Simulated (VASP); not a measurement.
Write the native input for VASP 6.6.1 that does the following.

| Quantity | Value |
| --- | --- |
| Task | single point |
| Functional | LDA |
| Potentials or basis | VASP PAW PBE potentials, release 64 (Lu) |
| Cutoff | 520 eV |
| k mesh | 19 × 19 × 19 |
| Occupations | fermi-dirac, width 0.08 eV |
| Spin | no spin polarisation |
| Dipole correction | no |
| Further INCAR settings | ALGO = Normal; EDIFF = 1e-07; NBANDS = 18 |

The structure of Lu lies in POSCAR:

```
Lu
1.0
    0.0000000000      1.7381611950      1.7381611950
    1.7381611950      0.0000000000      1.7381611950
    1.7381611950      1.7381611950      0.0000000000
Lu
1
Direct
    0.0000000000      0.0000000000      0.0000000000
```

The input as run:

INCAR

```
  ALGO = Normal
  EDIFF = 1E-7
  ENCUT = 520
  GGA = CA
  ISIF = 2
  ISMEAR = -1
  LASPH = T
  LCHARG = F
  LREAL = F
  LWAVE = F
  NBANDS = 18
  NELM = 100
  PREC = Accurate
  SIGMA = 0.08
```

KPOINTS

```
k-points
0
Gamma
  19 19 19
```

Potentials or basis: VASP PAW PBE potentials, release 64 (Lu).

Command:

```sh
$ cat potpaw_PBE.64/Lu/POTCAR > POTCAR
$ mpirun -np 1 vasp_std > vasp.out
```

It gave:

| Property | Result |
| --- | --- |
| Pressure | 259.6 GPa |

Caveat: the PAW data sets were made with another functional, which shifts forces and pressure a little.

Run time: 31 s on 1 thread of Intel(R) Xeon(R) Platinum 8488C (Sapphire Rapids), on a shared host, peak memory 0.16 GiB.
